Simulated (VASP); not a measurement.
# TlAg3Te2 (Cmmm) in VASP: electric field gradients with PBE

Aim: the electric field gradients of TlAg3Te2 with PBE.

Everything below comes from runs of VASP 6.6.1. Logs are shortened: lines on timing, memory, paths and dates and some standing lists are left out, and cuts for length are marked.

## (1) The cell of the first run

Symmetry: Cmmm, No. 65, orthorhombic system. The conventional cell has a = 4.600 Å, b = 15.450 Å, c = 4.760 Å, α = 90.00°, β = 90.00°, γ = 90.00°. Tl (site symmetry mmm) has 4 Te at 3.06 Å and 8 Ag at 3.31 to 3.67 Å within 4.0 Å. Within 4.0 Å of Ag (site symmetry mmm) lie 4 Te at 3.00 Å and 4 Tl at 3.31 Å and 4 Ag at 3.72 Å. Ag (site symmetry m2m) has 4 Ag at 3.05 to 3.72 Å and 6 Te at 3.44 to 3.78 Å and 2 Tl at 3.67 Å within 4.0 Å. Te (site symmetry m2m) has 8 Ag at 3.00 to 3.78 Å and 2 Tl at 3.06 Å and 1 Te at 3.86 Å within 4.0 Å.

## (2) Electric field gradients, PBE

File INCAR:

```
SYSTEM = TlAg3Te2
PREC     = Accurate       ! precision mode
ENCUT    = 520            ! plane-wave cutoff, eV
EDIFF    = 1E-8           ! SCF threshold, eV
ISMEAR   = -1             ! smearing method
SIGMA    = 0.02           ! smearing width, eV
LREAL    = .False.        ! projectors in reciprocal space
LASPH    = .True.         ! aspherical terms in the spheres
NELM     = 60             ! most SCF steps
ALGO     = Normal         ! electronic algorithm
ISIF     = 2              ! what is computed and relaxed
LWAVE    = .False.        ! write WAVECAR
LCHARG   = .False.        ! write CHGCAR
GGA      = PE             ! functional
LEFG     = .True.       
NBANDS   = 38             ! bands
```

File KPOINTS:

```
regular mesh
0
Gamma
  6 6 6
  0 0 0
```

File POSCAR:

```
TlAg3Te2
1.0
    2.3000000000     -7.7250000000      0.0000000000
    2.3000000000      7.7250000000      0.0000000000
    0.0000000000      0.0000000000      4.7600000000
Tl Ag Te
1 3 2
Direct
    0.0000000000      0.0000000000      0.0000000000
    0.5000000000      0.5000000000      0.5000000000
    0.3150000000      0.6850000000      0.0000000000
    0.6850000000      0.3150000000      0.0000000000
    0.1250000000      0.8750000000      0.5000000000
    0.8750000000      0.1250000000      0.5000000000
```

Potentials or basis: VASP PAW PBE potentials, release 64 (Tl_d, Ag, Te).

Run with:

```sh
> cat potpaw_PBE.64/Tl_d/POTCAR potpaw_PBE.64/Ag/POTCAR potpaw_PBE.64/Te/POTCAR > POTCAR
> mpirun -np 1 vasp_std > vasp.out
```

OUTCAR:

```text
SYSTEM = TlAg3Te2
   PREC = Accurate
   ENCUT = 520
   EDIFF = 1E-8
   ISMEAR = -1
   LREAL = .False.
   LASPH = .True.
   NELM = 60
   ISIF = 2
   GGA = PE

 ion  position               nearest neighbor table
   1  0.000  0.000  0.000-   5 3.06   6 3.06   5 3.06   6 3.06   2 3.31   2 3.31   2 3.31   2 3.31
                             4 3.67   3 3.67   4 3.67   3 3.67
   2  0.500  0.500  0.500-   5 3.00   6 3.00   5 3.00   6 3.00   1 3.31   1 3.31   1 3.31   1 3.31

   3  0.315  0.685  0.000-   4 3.05   4 3.05   6 3.44   6 3.44   6 3.44   6 3.44   1 3.67   1 3.67

   4  0.685  0.315  0.000-   3 3.05   3 3.05   5 3.44   5 3.44   5 3.44   5 3.44   1 3.67   1 3.67

   5  0.125  0.875  0.500-   2 3.00   2 3.00   1 3.06   1 3.06   4 3.44   4 3.44   4 3.44   4 3.44

   6  0.875  0.125  0.500-   2 3.00   2 3.00   1 3.06   1 3.06   3 3.44   3 3.44   3 3.44   3 3.44

  LATTYP: Found a base centered orthorhombic cell.
 ALAT       =     4.6000000000
 B/A-ratio  =     3.3586956522
 C/A-ratio  =     1.0347826087

  Lattice vectors:

 A1 = (   2.3000000000,  -7.7250000000,   0.0000000000)
 A2 = (   2.3000000000,   7.7250000000,   0.0000000000)
 A3 = (   0.0000000000,   0.0000000000,   4.7600000000)

Analysis of symmetry for initial positions (statically):
=====================================================================
 Subroutine PRICEL returns:
 Original cell was already a primitive cell.

 Routine SETGRP: Setting up the symmetry group for a
 base centered orthorhombic supercell.

 Subroutine GETGRP returns: Found  8 space group operations
 (whereof  8 operations were pure point group operations)
 out of a pool of  8 trial point group operations.

The static configuration has the point symmetry D_2h.

Analysis of symmetry for dynamics (positions and initial velocities):
=====================================================================
 Subroutine PRICEL returns:
 Original cell was already a primitive cell.

 Routine SETGRP: Setting up the symmetry group for a
 base centered orthorhombic supercell.

 Subroutine GETGRP returns: Found  8 space group operations
 (whereof  8 operations were pure point group operations)
 out of a pool of  8 trial point group operations.

The dynamic configuration has the point symmetry D_2h.

 Subroutine INISYM returns: Found  8 space group operations
 (whereof  8 operations are pure point group operations),
 and found     1 'primitive' translations

----------------------------------------------------------------------------------------

                                     Primitive cell

  volume of cell :     169.1466

  direct lattice vectors                    reciprocal lattice vectors
     2.300000000 -7.725000000  0.000000000     0.217391304 -0.064724919  0.000000000
     2.300000000  7.725000000  0.000000000     0.217391304  0.064724919  0.000000000
     0.000000000  0.000000000  4.760000000     0.000000000  0.000000000  0.210084034

  length of vectors
     8.060125619  8.060125619  4.760000000     0.226822165  0.226822165  0.210084034

  position of ions in fractional coordinates (direct lattice)
     0.000000000  0.000000000  0.000000000
     0.500000000  0.500000000  0.500000000
     0.315000000  0.685000000  0.000000000
     0.685000000  0.315000000  0.000000000
     0.125000000  0.875000000  0.500000000
     0.875000000  0.125000000  0.500000000

  ion indices of the primitive-cell ions
   primitive index   ion index
                 1           1
                 2           2
                 3           3
                 4           4
                 5           5
                 6           6

----------------------------------------------------------------------------------------

 KPOINTS: regular mesh

Automatic generation of k-mesh.
 Grid dimensions read from file:
 generate k-points for:    6    6    6

 Generating k-lattice:

  Cartesian coordinates                     Fractional coordinates (reciprocal lattice)
     0.036231884 -0.010787487  0.000000000     0.166666667 -0.000000000  0.000000000
     0.036231884  0.010787487  0.000000000    -0.000000000  0.166666667  0.000000000
     0.000000000  0.000000000  0.035014006     0.000000000  0.000000000  0.166666667

  Length of vectors
     0.037803694  0.037803694  0.035014006

  Shift w.r.t. Gamma in fractional coordinates (k-lattice)
     0.000000000  0.000000000  0.000000000

 Subroutine IBZKPT returns following result:
 ===========================================

 Found     52 irreducible k-points:

 Following reciprocal coordinates:
            Coordinates               Weight
  0.000000  0.000000  0.000000      1.000000
  0.166667 -0.000000  0.000000      4.000000
  0.333333 -0.000000  0.000000      4.000000
  0.500000 -0.000000  0.000000      2.000000
  0.166667  0.166667  0.000000      2.000000
  0.333333  0.166667  0.000000      4.000000
[... 16 lines left out ...]
  0.333333  0.333333  0.166667      4.000000
  0.500000  0.333333  0.166667      8.000000
 [... further k-points ...]
   k-points           NKPTS =     52   k-points in BZ     NKDIM =     52   number of bands    NBANDS=     38
   number of dos      NEDOS =    301   number of ions     NIONS =      6
   total plane-waves  NPLWV = 129600
   dimension x,y,z NGX =    60 NGY =   60 NGZ =   36
   dimension x,y,z NGXF=   120 NGYF=  120 NGZF=   72
   ions per type =               1   3   2
   NGX,Y,Z   is equivalent  to a cutoff of  12.38, 12.38, 12.57 a.u.
   NGXF,Y,Z  is equivalent  to a cutoff of  24.75, 24.75, 25.15 a.u.
 SYSTEM =  TlAg3Te2
   PREC   = accura    normal or accurate (medium, high low for compatibility)
   ISTART =      0    job   : 0-new  1-cont  2-samecut
   ICHARG =      2    charge: 1-file 2-atom 10-const
   ISPIN  =      1    spin polarized calculation?
   LNONCOLLINEAR =      F non collinear calculations
   LSORBIT =      F    spin-orbit coupling
   LASPH  =      T    aspherical Exc in radial PAW
   ENCUT  =  520.0 eV  38.22 Ry    6.18 a.u.  14.99 14.99  8.85*2*pi/ulx,y,z
   NELM   =     60;   NELMIN=  2; NELMDL= -5     # of ELM steps
   EDIFF  = 0.1E-07   stopping-criterion for ELM
   LREAL  =      F    real-space projection
   EDIFFG = 0.1E-06   stopping-criterion for IOM
   NSW    =      0    number of steps for IOM
   IBRION =     -1    ionic relax: 0-MD 1-quasi-New 2-CG
   NFREE  =      0    steps in history (QN), initial steepest desc. (CG)
   ISIF   =      2    stress and relaxation
   ISYM   =      2    0-nonsym 1-usesym 2-fastsym
   POTIM  = 0.5000    time-step for ionic-motion
   TEBEG  =    0.0;   TEEND  =   0.0 temperature during run
   PSTRESS=    0.0 pullay stress
   NELECT =      58.0000    total number of electrons
   NUPDOWN=      -1.0000    fix difference up-down
   EMIN   =  10.00;   EMAX   =-10.00  energy-range for DOS
   EFERMI =   0.00;   METHOD = LEGACY
   ISMEAR =    -1;   SIGMA  =   0.02  broadening in eV -4-tet -1-fermi 0-gaus
   EFERMI_NEDOS =   21; number of points for ismear=-14 and -15
   IALGO  =     38    algorithm
   IMIX   =      4    mixing-type and parameters
     AMIX     =   0.40;   BMIX     =  1.00
     AMIX_MAG =   1.60;   BMIX_MAG =  1.00
  volume/ion in A,a.u.               =      28.19       190.24
  Fermi-wavevector in a.u.,A,eV,Ry     =   1.145855  2.165352 17.864234  1.312984
  Thomas-Fermi vector in A             =   2.282542
   LORBIT       =      0    0 simple, 1 ext, 2 COOP (PROOUT), +10 PAW based schemes
   GGA     = PE    functional components
   LHFCALC =     F    Hartree Fock is set to
   AEXX    =    0.0000 exact exchange contribution
   IVDW    =     0    specifies the selected vdW correction
   LEPSILON=     F    determine dielectric tensor
   LRPA    =     F    only Hartree local field effects (RPA)
 non-spin polarized calculation
  energy-cutoff  :      520.00
  volume of cell :      169.15
 maximum number of plane-waves:      4590
   NGX = 29   NGY = 29   NGZ = 17

 number of electron      58.0000000 magnetization

 Free energy of the ion-electron system (eV)
  ---------------------------------------------------
  ext. energy  EPLUGINS =         0.00000000
  ---------------------------------------------------
  free energy    TOTEN  =       -15.03638256 eV

  energy without entropy =      -15.03011869  energy(sigma->0) =      -15.03325062

 E-fermi :   5.3168     XC(G=0):  -9.7411

 val. band max:        5.3082825698   @ k =   0.5000   0.5000   0.1667
 cond. band min:       5.3196682234   @ k =  -0.1667   0.1667   0.1667
 fundamental gap:      0.0113856536
 Fermi energy:         5.3167991759

 k-point     1 :       0.0000    0.0000    0.0000
  band No.  band energies     occupation
      1      -6.6798      2.00000
      2      -5.9272      2.00000
      3      -5.8393      2.00000
      4      -5.8237      2.00000
      5      -5.7927      2.00000
      6      -5.5564      2.00000
[... 30 lines left out ...]
     37      11.2708      0.00000
     38      11.2797      0.00000

 k-point     2 :       0.1667   -0.0000    0.0000
  band No.  band energies     occupation
      1      -6.6281      2.00000
      2      -5.9261      2.00000
      3      -5.8381      2.00000
      4      -5.8180      2.00000
      5      -5.7974      2.00000
      6      -5.5128      2.00000
[... 894 lines left out ...]
 k-point    24 :       0.5000    0.3333    0.1667
  band No.  band energies     occupation
      1      -6.4632      2.00000
      2      -6.1565      2.00000
      3      -5.8420      2.00000
      4      -5.8105      2.00000
      5      -5.7958      2.00000
      6      -5.4843      2.00000
[... 30 lines left out ...]
     37      10.6234      0.00000
     38      10.9154      0.00000

 [... further k-points ...]

------------------------ aborting loop because EDIFF is reached ----------------------------------------

  FORCE on cell =-STRESS in cart. coord.  units (eV):
  Direction    XX          YY          ZZ          XY          YZ          ZX
  --------------------------------------------------------------------------------------
  -------------------------------------------------------------------------------------
  Total       -5.5852906      0.4038818     -0.1255885      0.0000000      0.0000000      0.0000000
  in kB      -52.9045577      3.8256178     -1.1895894      0.0000000      0.0000000      0.0000000
  external PRESSURE =     -16.7561764 kB  Pullay stress =       0.0000000 kB

 VOLUME and BASIS-vectors are now :
 -----------------------------------------------------------------------------
  energy-cutoff  :      520.00
  volume of cell :      169.15
      direct lattice vectors                 reciprocal lattice vectors
     2.300000000 -7.725000000  0.000000000     0.217391304 -0.064724919  0.000000000
     2.300000000  7.725000000  0.000000000     0.217391304  0.064724919  0.000000000
     0.000000000  0.000000000  4.760000000     0.000000000  0.000000000  0.210084034

 POSITION                                       TOTAL-FORCE (eV/Angst)
 -----------------------------------------------------------------------------------
      0.00000      0.00000      0.00000        -0.000000     -0.000000      0.000000
      2.30000      0.00000      2.38000         0.000000      0.000000      0.000000
      2.30000      2.85825      0.00000         0.000000      0.231208     -0.000000
      2.30000     -2.85825      0.00000         0.000000     -0.231208      0.000000
      2.30000      5.79375      2.38000         0.000000     -1.502749      0.000000
      2.30000     -5.79375      2.38000         0.000000      1.502749      0.000000
 -----------------------------------------------------------------------------------
    total drift:                                0.000000      0.000000      0.000000

  FREE ENERGIE OF THE ION-ELECTRON SYSTEM (eV)
  ---------------------------------------------------
  free  energy   TOTEN  =       -15.0363825573 eV

  energy  without entropy=      -15.0301186921  energy(sigma->0) =      -15.03325062

 Electric field gradients (V/A^2)
---------------------------------------------------------------------
 ion       V_xx      V_yy      V_zz      V_xy      V_xz      V_yz
---------------------------------------------------------------------
   1     187.835   -42.252  -145.582    -0.000    -0.000    -0.000
   2     -49.387   -31.606    80.993    -0.000    -0.000    -0.000
   3     -11.139    13.618    -2.479    -0.000     0.000    -0.000
   4     -11.139    13.618    -2.479     0.000    -0.000     0.000
   5      85.959  -156.479    70.519    -0.000     0.000    -0.000
   6      85.959  -156.479    70.519    -0.000    -0.000    -0.000
---------------------------------------------------------------------

 Electric field gradients after diagonalization (V/A^2)
 (convention: |V_zz| > |V_xx| > |V_yy|)
----------------------------------------------------------------------
 ion       V_xx      V_yy      V_zz     asymmetry (V_yy - V_xx)/ V_zz
----------------------------------------------------------------------
   1    -145.582   -42.252   187.835       0.550
   2     -49.387   -31.606    80.993       0.220
   3     -11.139    -2.479    13.618       0.636
   4     -11.139    -2.479    13.618       0.636
   5      85.959    70.519  -156.479       0.099
   6      85.959    70.519  -156.479       0.099
----------------------------------------------------------------------

           NMR quadrupolar parameters

 Cq : quadrupolar parameter    Cq=e*Q*V_zz/h
 eta: asymmetry parameters     (V_yy - V_xx)/ V_zz
 Q  : nuclear electric quadrupole moment in mb (millibarn)
----------------------------------------------------------------------
 ion       Cq(MHz)       eta       Q (mb)
----------------------------------------------------------------------
   1       0.454       0.550       1.000
   2       0.196       0.220       1.000
   3       0.033       0.636       1.000
   4       0.033       0.636       1.000
   5      -0.378       0.099       1.000
   6      -0.378       0.099       1.000
----------------------------------------------------------------------
```

Wall time 4.2 min (1 thread of Intel Xeon Platinum 8488C (Sapphire Rapids), shared host); peak memory 0.54 GiB.

What came out:

| Quantity | Value |
| --- | --- |
| Free energy | -15.0364 eV |
| Pressure | -1.7 GPa |
| Largest force | 1.503 eV/Å |
| Band gap on the k mesh | zero (bands 29 and 30 overlap by 0.71 eV) |
| Largest electric field gradient by atom | Tl +187.8; Ag +81.0, +13.6 (each value once); Te -156.5 V/Å² |

Forces on the atoms (eV/Å):
```
Tl   0.000  0.000  0.000
Ag   0.000  0.000  0.000
Ag   0.000  0.231  0.000
Ag   0.000 -0.231  0.000
Te   0.000 -1.503  0.000
Te   0.000  1.503  0.000
```

Electric field gradients, principal values (V/Å²):
```csv
atom,least,middle,greatest (by size)
1 Tl,-42.252,-145.582,187.835
2 Ag,-31.606,-49.387,80.993
3 Ag,-2.479,-11.139,13.618
4 Ag,-2.479,-11.139,13.618
5 Te,70.519,85.959,-156.479
6 Te,70.519,85.959,-156.479
```

Caveat: the stress differs along the axes, from -5 to 0 GPa; without QUAD_EFG the Cq values of the log hold for a quadrupole moment of 1 mb, not for the nuclei; spin-orbit coupling is left out, which moves the levels of the heavy elements; forces of over 1 eV/Å act on the atoms, so gaps and moduli don't describe the material at rest.
